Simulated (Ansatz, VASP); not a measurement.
# Ta2Pb in VASP and in Ansatz

The input INCAR:

```
  PREC = Accurate
  ENCUT = 520
  EDIFF = 1E-6
  ISMEAR = 0
  SIGMA = 0.1
  LREAL = False
  LASPH = True
  NELM = 100
  ALGO = Fast
  ISIF = 2
  LWAVE = False
  LCHARG = False
  GGA = PE
  NBANDS = 25
```

File KPOINTS:

```
regular mesh
0
Gamma
  6 6 4
```

Contents of POSCAR:

```
Ta2Pb
1.0
    3.2786680100      0.0000000000      0.0000000000
    0.0000000000      3.2786680100      0.0000000000
    0.0000000000      0.0000000000      5.7689634900
Ta Pb
2 1
Direct
    0.5000000000      0.0000000000      0.6057113600
    0.0000000000      0.5000000000      0.6057113600
    0.5000000000      0.5000000000      0.1516717200
```

Input for Ansatz:

```yaml
crystal:
  lattice:
    - [3.27866801, 0.0, 0.0]
    - [0.0, 3.27866801, 0.0]
    - [0.0, 0.0, 5.76896349]
  atoms:
    - { symbol: Ta, position: [0.5, 0.0, 0.60571136] }
    - { symbol: Ta, position: [0.0, 0.5, 0.60571136] }
    - { symbol: Pb, position: [0.5, 0.5, 0.15167172] }
basis:
  ecutwfc: 420
kpoints:
  mp_grid: { grid: [6, 6, 4] }
hamiltonian:
  xc: pbe
scf:
  occupations: { method: gaussian, width: 0.1 }
  lower_state_search: "off"
output:
  forces: true
  stress: true
  eigenvalues: true
```

Alike in both runs: task single point; functional PBE; k mesh 6 × 6 × 4; occupations gaussian, width 0.1 eV; no spin polarisation.

|  | VASP | Ansatz |
| --- | --- | --- |
| version | VASP 6.6.1 | Ansatz 0.2.0 |
| potentials or method | VASP PAW PBE potentials, release 64 (Ta_pv, Pb_d), cutoff 520 eV | scalar-relativistic, plane waves, PAW |
| valence electrons in the cell | 36 | 40 |

VASP gave:

```
gap on the k mesh at the Fermi level (eV) : none
rms of the force components (eV/Å)        : 0.370
```

Task: Estimate Ansatz's values.

Result: gap on the k mesh at the Fermi level (eV): none; rms of the force components (eV/Å): 0.367.

Atom by atom the forces differ by 0.003 eV/Å (rms over components). A gap of «none» marks a metal or a gap that the smearing closes. The functional is the same, so the differences come from potentials, cutoffs and numerics. VASP's potentials hold 36 valence electrons a cell and Ansatz's 40, so a difference there can come from the potentials and not from the codes.

Spin-orbit coupling is off throughout.
